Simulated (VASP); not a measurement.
Here is a VASP 6.6.1 calculation.

POSCAR

```
ZnS
1.0
    4.1112594871      0.0000000000      0.0000000000
   -2.0556297435      3.5604551574      0.0000000000
    0.0000000000      0.0000000000      5.7460763399
Zn S
2 2
Direct
    0.3333333333      0.6666666667      0.0053880710
    0.6666666667      0.3333333333      0.5053880710
    0.3333333333      0.6666666667      0.3796119290
    0.6666666667      0.3333333333      0.8796119290
```

Contents of INCAR.step1:

```
PREC = Accurate
ENCUT = 520
ISMEAR = 0
SIGMA = 0.05
LREAL = False
LASPH = True
NELM = 100
NBANDS = 26
GGA = PE
ALGO = Normal
EDIFF = 1E-4
LWAVE = True
LCHARG = False
```

File INCAR.step2:

```
PREC = Accurate
ENCUT = 520
EDIFF = 1E-6
ISMEAR = 0
SIGMA = 0.05
LREAL = False
LASPH = True
NELM = 100
ALGO = Normal
ISIF = 2
LWAVE = False
LCHARG = True
METAGGA = R2SCAN
LMIXTAU = True
LELF = True
LVHAR = True
NBANDS = 26
ISTART = 1
```

KPOINTS

```
regular mesh
0
Gamma
  6 6 4
```

Potentials or basis: VASP PAW PBE potentials, release 64 (Zn, S).

Command:

```bash
$ cat potpaw_PBE.64/Zn/POTCAR potpaw_PBE.64/S/POTCAR > POTCAR
$ cp INCAR.step1 INCAR
$ mpirun -np 1 vasp_std > vasp.out
$ cp INCAR.step2 INCAR
$ mpirun -np 1 vasp_std > vasp.out
```

Question: Estimate the largest force.

Answer: 1.466 eV/Å.

Question: What does it give for the band gap on the k mesh?

Answer: 2.40 eV.

Question: Estimate the pressure.

Answer: -1.4 GPa.

Stress tensor (GPa, compression positive):
```
-8.98  0.00  0.00
 0.00 -8.98  0.00
 0.00  0.00 13.84
```

Caveat: the cell differs from its parent crystal (strain +0.080 along x and y, -0.080 along z); the PAW data sets were made with another functional, which shifts forces and pressure a little. A k mesh can miss the band edges.
